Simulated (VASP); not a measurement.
# Si (I4_1/amd) in VASP: a series of runs

Aim: see how the results for Si move with the level of theory and the settings. Levels: PBE0, HSE06. Tasks: single point.

All numbers are computed with VASP 6.6.1; they aren't measurements. Logs are shortened: lines on timing, memory, paths and dates and some standing lists are left out, and cuts for length are marked.

### 1 The cell of the first run

Symmetry: I4_1/amd, No. 141, tetragonal system. Conventional cell: a = 4.805 Å, b = 4.805 Å, c = 2.694 Å, α = 90.00°, β = 90.00°, γ = 90.00°. Si (site symmetry -4m2) has 10 Si at 2.50 to 3.14 Å within 3.3 Å.

### 2 Single point, PBE0

Contents of POSCAR:

```
Si
1.0
   -2.4025781503      2.4025781503      1.3467577299
    2.4025781503     -2.4025781503      1.3467577299
    2.4025781503      2.4025781503     -1.3467577299
Si
2
Direct
    0.5000000000      0.5000000000      0.0000000000
    0.2500000000      0.7500000000      0.5000000000
```

Contents of INCAR.step1:

```
PREC = Accurate
ENCUT = 520
EDIFF = 1E-5
ISMEAR = -1
SIGMA = 0.05
LREAL = False
LASPH = True
NELM = 80
ALGO = Normal
ISIF = 2
LWAVE = True
LCHARG = False
GGA = PE
NBANDS = 11
```

Contents of INCAR.step2:

```
PREC = Accurate
ENCUT = 520
EDIFF = 1E-7
ISMEAR = -1
SIGMA = 0.05
LREAL = False
LASPH = True
NELM = 80
ALGO = Normal
ISIF = 2
LWAVE = False
LCHARG = False
GGA = PE
LHFCALC = True
AEXX = 0.25
PRECFOCK = Normal
ISTART = 1
NBANDS = 11
```

Contents of KPOINTS:

```
regular mesh
0
Gamma
  6 6 6
```

Potentials or basis: VASP PAW PBE potentials, release 64 (Si).

Started as:

```sh
cat potpaw_PBE.64/Si/POTCAR > POTCAR
cp INCAR.step1 INCAR
mpirun -np 1 vasp_std > vasp.out
cp INCAR.step2 INCAR
mpirun -np 1 vasp_std > vasp.out
```

OUTCAR:

```text
PREC = Accurate
   ENCUT = 520
   EDIFF = 1E-7
   ISMEAR = -1
   LREAL = False
   LASPH = True
   NELM = 80
   ISIF = 2
   GGA = PE
   LHFCALC = True
   AEXX = 0.25
   PRECFOCK = Normal
   ISTART = 1

 ion  position               nearest neighbor table
   1  0.500  0.500  0.000-   2 2.50   2 2.50   2 2.50   2 2.50   2 3.14   2 3.14   2 3.14   2 3.14

   2  0.250  0.750  0.500-   1 2.50   1 2.50   1 2.50   1 2.50   1 3.14   1 3.14   1 3.14   1 3.14

  LATTYP: Found a body centered tetragonal cell.
 ALAT       =     4.8051563006
 C/A-ratio  =     0.5605468982

  Lattice vectors:

 A1 = (  -2.4025781503,   2.4025781503,   1.3467577299)
 A2 = (   2.4025781503,  -2.4025781503,   1.3467577299)
 A3 = (   2.4025781503,   2.4025781503,  -1.3467577299)

Analysis of symmetry for initial positions (statically):
=====================================================================
 Subroutine PRICEL returns:
 Original cell was already a primitive cell.

 Routine SETGRP: Setting up the symmetry group for a
 body centered tetragonal supercell.

 Subroutine GETGRP returns: Found 16 space group operations
 (whereof  8 operations were pure point group operations)
 out of a pool of 16 trial point group operations.

The static configuration has the point symmetry D_2d.
 The point group associated with its full space group is D_4h.

Analysis of symmetry for dynamics (positions and initial velocities):
=====================================================================
 Subroutine PRICEL returns:
 Original cell was already a primitive cell.

 Routine SETGRP: Setting up the symmetry group for a
 body centered tetragonal supercell.

 Subroutine GETGRP returns: Found 16 space group operations
 (whereof  8 operations were pure point group operations)
 out of a pool of 16 trial point group operations.

The dynamic configuration has the point symmetry D_2d.
 The point group associated with its full space group is D_4h.

 Subroutine INISYM returns: Found 16 space group operations
 (whereof  8 operations are pure point group operations),
 and found     1 'primitive' translations

----------------------------------------------------------------------------------------

                                     Primitive cell

  volume of cell :      31.0960

  direct lattice vectors                    reciprocal lattice vectors
    -2.402578150  2.402578150  1.346757730     0.000000000  0.208109776  0.371262024
[... 95 lines left out ...]
   TEBEG  =    0.0;   TEEND  =   0.0 temperature during run
   PSTRESS=    0.0 pullay stress
   NELECT =       8.0000    total number of electrons
   NUPDOWN=      -1.0000    fix difference up-down
   EMIN   =  10.00;   EMAX   =-10.00  energy-range for DOS
   EFERMI =   0.00;   METHOD = LEGACY
   ISMEAR =    -1;   SIGMA  =   0.05  broadening in eV -4-tet -1-fermi 0-gaus
   EFERMI_NEDOS =   21; number of points for ismear=-14 and -15
   IALGO  =     38    algorithm
   IMIX   =      1    mixing-type and parameters
     AMIX     =   0.40;   BMIX     =  1.00
     AMIX_MAG =   1.60;   BMIX_MAG =  1.00
  volume/ion in A,a.u.               =      15.55       104.92
  Fermi-wavevector in a.u.,A,eV,Ry     =   1.041206  1.967594 14.750211  1.084110
  Thomas-Fermi vector in A             =   2.175816
   LORBIT       =      0    0 simple, 1 ext, 2 COOP (PROOUT), +10 PAW based schemes
   GGA     = PE    functional components
   LHFCALC =     T    Hartree Fock is set to
   PRECFOCK=normal    Normal, Fast or Accurate (Low or Medium for compatibility)
   ENCUT4O =  -1.0   cutoff for four orbital integrals eV
   NKREDX  =     1    reduce k-point grid by
   NKREDY  =     1    reduce k-point grid by
   NKREDZ  =     1    reduce k-point grid by
   AEXX    =    0.2500 exact exchange contribution
   HFSCREEN=    0.0000 screening length (either q_TF or 0.3 A-1)
   HFSCREENC=   0.0000 screening length for correlation (either q_TF or 0.3 A-1)
   ENCUTFOCK=  -1.0 apply spherical cutoff to Coloumb kernel
   IVDW    =     0    specifies the selected vdW correction
   LEPSILON=     F    determine dielectric tensor
   LRPA    =     F    only Hartree local field effects (RPA)
 non-spin polarized calculation
  energy-cutoff  :      520.00
  volume of cell :       31.10
 maximum number of plane-waves:       845
  NGX = 24; NGY = 24; NGZ = 24

 number of electron       7.9999999 magnetization

 Free energy of the ion-electron system (eV)
  ---------------------------------------------------
  ext. energy  EPLUGINS =         0.00000000
  ---------------------------------------------------
  free energy    TOTEN  =       -12.69210353 eV

  energy without entropy =      -12.68988006  energy(sigma->0) =      -12.69099179

 E-fermi :   9.0243     XC(G=0):  -8.5371

 val. band max:        8.9681239984   @ k =  -0.3333   0.5000   0.3333
 cond. band min:       9.4016342189   @ k =  -0.1667   0.3333   0.1667
 fundamental gap:      0.4335102206
 Fermi energy:         9.0242958767

 k-point     1 :       0.0000    0.0000    0.0000
  band No.  band energies     occupation
      1      -6.9362      2.00000
      2       5.6814      2.00000
      3       5.6814      2.00000
      4       6.5330      2.00000
      5      11.1912      0.00000
      6      17.4686      0.00000
      7      19.0523      0.00000
      8      19.0523      0.00000
      9      19.0687      0.00000
     10      20.3984      0.00000
     11      20.7396      0.00000
[... 309 lines left out ...]
 k-point    24 :      -0.1667   -0.3333    0.1667
  band No.  band energies     occupation
      1      -1.3388      2.00000
      2       3.2679      2.00000
      3       4.9824      2.00000
      4       5.9083      2.00000
      5       7.3263      2.00000
      6      11.1731      0.00000
      7      12.1447      0.00000
      8      14.8319      0.00000
      9      17.6240      0.00000
     10      21.1481      0.00000
     11      24.5380      0.00000

 [... further k-points ...]
[... 5 lines left out ...]
  --------------------------------------------------------------------------------------
  -------------------------------------------------------------------------------------
  Total       -0.4261897     -0.4261897     -1.6684008      0.0000000      0.0000000      0.0000000
  in kB      -21.9588221    -21.9588221    -85.9619886      0.0000000      0.0000000      0.0000000
  external PRESSURE =     -43.2932110 kB  Pullay stress =       0.0000000 kB

 VOLUME and BASIS-vectors are now :
 -----------------------------------------------------------------------------
  energy-cutoff  :      520.00
  volume of cell :       31.10
      direct lattice vectors                 reciprocal lattice vectors
    -2.402578150  2.402578150  1.346757730     0.000000000  0.208109776  0.371262024
     2.402578150 -2.402578150  1.346757730     0.208109776  0.000000000  0.371262024
     2.402578150  2.402578150 -1.346757730     0.208109776  0.208109776  0.000000000

 POSITION                                       TOTAL-FORCE (eV/Angst)
 -----------------------------------------------------------------------------------
      0.00000      0.00000      1.34676        -0.000000      0.000000      0.000000
      2.40258      0.00000      0.67338         0.000000     -0.000000      0.000000
 -----------------------------------------------------------------------------------
    total drift:                                0.000000      0.000000     -0.000000

  FREE ENERGIE OF THE ION-ELECTRON SYSTEM (eV)
  ---------------------------------------------------
  free  energy   TOTEN  =       -12.6921035303 eV

  energy  without entropy=      -12.6898800586  energy(sigma->0) =      -12.69099179
```

OSZICAR.step1:

```text
N       E                     dE             d eps       ncg     rms          rms(c)
DAV:   1     0.429472722950E+01    0.42947E+01   -0.32692E+03   660   0.600E+02
DAV:   2    -0.982480481209E+01   -0.14120E+02   -0.13640E+02   859   0.807E+01
DAV:   3    -0.102247350316E+02   -0.39993E+00   -0.39826E+00   869   0.111E+01
DAV:   4    -0.102264500674E+02   -0.17150E-02   -0.17148E-02   769   0.943E-01
DAV:   5    -0.102264591399E+02   -0.90725E-05   -0.90728E-05   854   0.605E-02    0.396E+00
DAV:   6    -0.102163776606E+02    0.10081E-01   -0.48218E-03   752   0.344E-01    0.229E+00
DAV:   7    -0.102100660770E+02    0.63116E-02   -0.10968E-02   726   0.545E-01    0.218E-01
DAV:   8    -0.102100763344E+02   -0.10257E-04   -0.69980E-04   807   0.152E-01    0.627E-02
DAV:   9    -0.102100615424E+02    0.14792E-04   -0.31418E-05   755   0.301E-02    0.254E-02
DAV:  10    -0.102100612262E+02    0.31622E-06   -0.24424E-06   402   0.100E-02
   1 F= -.10210061E+02 E0= -.10205321E+02  d E =-.948034E-02
```

It took 46 min on 1 thread of Intel Xeon 8259CL, shared host; peak memory 0.17 GiB.

Results:

* Free energy: -12.6921 eV
* Pressure: -4.3 GPa
* Band gap on the k mesh: zero (bands 4 and 5 overlap by 8.18 eV)

Caveat: the k points lie up to 0.45 Å⁻¹ apart, too coarse for converged energies and pressures of a metal; the PAW data sets were made with another functional, which shifts forces and pressure a little.

### 3 Single point, HSE06

This run uses another cell than the first one, of 15.25 Å³/atom.

Contents of POSCAR:

```
Si
1.0
   -2.3870772145      2.3870772145      1.3380687285
    2.3870772145     -2.3870772145      1.3380687285
    2.3870772145      2.3870772145     -1.3380687285
Si
2
Direct
    0.5000000000      0.5000000000      0.0000000000
    0.2500000000      0.7500000000      0.5000000000
```

Contents of INCAR.step1:

```
SYSTEM = Si
PREC = Accurate
ENCUT = 520
EDIFF = 1E-5
ISMEAR = -1
SIGMA = 0.05
LREAL = .False.
LASPH = .True.
NELM = 60
ALGO = Normal
ISIF = 2
LWAVE = .True.
LCHARG = .False.
GGA = PE
NBANDS = 11
```

Contents of INCAR.step2:

```
SYSTEM = Si
PREC = Accurate
ENCUT = 520
EDIFF = 1E-6
ISMEAR = -1
SIGMA = 0.05
LREAL = .False.
LASPH = .True.
NELM = 60
ALGO = Normal
ISIF = 2
LWAVE = .False.
LCHARG = .False.
GGA = PE
LHFCALC = .True.
HFSCREEN = 0.2079
PRECFOCK = Normal
ISTART = 1
NBANDS = 11
```

Contents of KPOINTS:

```
regular mesh
0
Gamma
  8 8 8
  0 0 0
```

Potentials or basis: VASP PAW PBE potentials, release 64 (Si).

Started as:

```sh
cat potpaw_PBE.64/Si/POTCAR > POTCAR
cp INCAR.step1 INCAR
mpirun -np 1 vasp_std > vasp.out
cp INCAR.step2 INCAR
mpirun -np 1 vasp_std > vasp.out
```

OUTCAR:

```text
SYSTEM = Si
   PREC = Accurate
   ENCUT = 520
   EDIFF = 1E-6
   ISMEAR = -1
   LREAL = .False.
   LASPH = .True.
   NELM = 60
   ISIF = 2
   GGA = PE
   LHFCALC = .True.
   HFSCREEN = 0.2079
   PRECFOCK = Normal
   ISTART = 1

 ion  position               nearest neighbor table
   1  0.500  0.500  0.000-   2 2.48   2 2.48   2 2.48   2 2.48   2 3.12   2 3.12   2 3.12   2 3.12

   2  0.250  0.750  0.500-   1 2.48   1 2.48   1 2.48   1 2.48   1 3.12   1 3.12   1 3.12   1 3.12

  LATTYP: Found a body centered tetragonal cell.
 ALAT       =     4.7741544290
[... 528 lines left out ...]
      7      14.6764      0.00000
      8      15.1710      0.00000
      9      17.7937      0.00000
     10      19.6431      0.00000
     11      21.6331      0.00000

 [... further k-points ...]
[... 5 lines left out ...]
  --------------------------------------------------------------------------------------
  -------------------------------------------------------------------------------------
  Total       -0.4312854     -0.4312854      0.1747245      0.0000000     -0.0000000      0.0000000
  in kB      -22.6570819    -22.6570819      9.1789512      0.0000000     -0.0000000      0.0000000
  external PRESSURE =     -12.0450709 kB  Pullay stress =       0.0000000 kB

 VOLUME and BASIS-vectors are now :
 -----------------------------------------------------------------------------
  energy-cutoff  :      520.00
  volume of cell :       30.50
      direct lattice vectors                 reciprocal lattice vectors
    -2.387077215  2.387077215  1.338068728     0.000000000  0.209461176  0.373672883
     2.387077215 -2.387077215  1.338068728     0.209461176  0.000000000  0.373672883
     2.387077215  2.387077215 -1.338068728     0.209461176  0.209461176  0.000000000

 POSITION                                       TOTAL-FORCE (eV/Angst)
 -----------------------------------------------------------------------------------
      0.00000      0.00000      1.33807        -0.000000     -0.000000      0.000000
      2.38708     -0.00000      0.66903         0.000000      0.000000     -0.000000
 -----------------------------------------------------------------------------------
    total drift:                               -0.000000      0.000000     -0.000000

  FREE ENERGIE OF THE ION-ELECTRON SYSTEM (eV)
  ---------------------------------------------------
  free  energy   TOTEN  =       -11.7676151296 eV

  energy  without entropy=      -11.7593170367  energy(sigma->0) =      -11.76346608
```

OUTCAR.step1:

```text
SYSTEM = Si
   PREC = Accurate
   ENCUT = 520
   EDIFF = 1E-5
   ISMEAR = -1
   LREAL = .False.
[... 561 lines left out ...]
      0.00000      0.00000      1.33807         0.000000     -0.000000     -0.000000
      2.38708     -0.00000      0.66903        -0.000000      0.000000      0.000000
 -----------------------------------------------------------------------------------
    total drift:                                0.000000      0.000000      0.000000

  FREE ENERGIE OF THE ION-ELECTRON SYSTEM (eV)
  ---------------------------------------------------
  free  energy   TOTEN  =       -10.2631221244 eV

  energy  without entropy=      -10.2537252974  energy(sigma->0) =      -10.25842371
```

It took 2.6 h on 1 thread of Oxide Virtual Turin-like, shared host; peak memory 0.25 GiB.

What came out:

* Free energy: -11.7676 eV
* Pressure: -1.2 GPa
* Band gap on the k mesh: zero (bands 4 and 5 overlap by 5.99 eV)

Caveat: the PAW data sets were made with another functional, which shifts forces and pressure a little.

The gap in the log of VASP goes by the Fermi energy; the results here count the filled bands.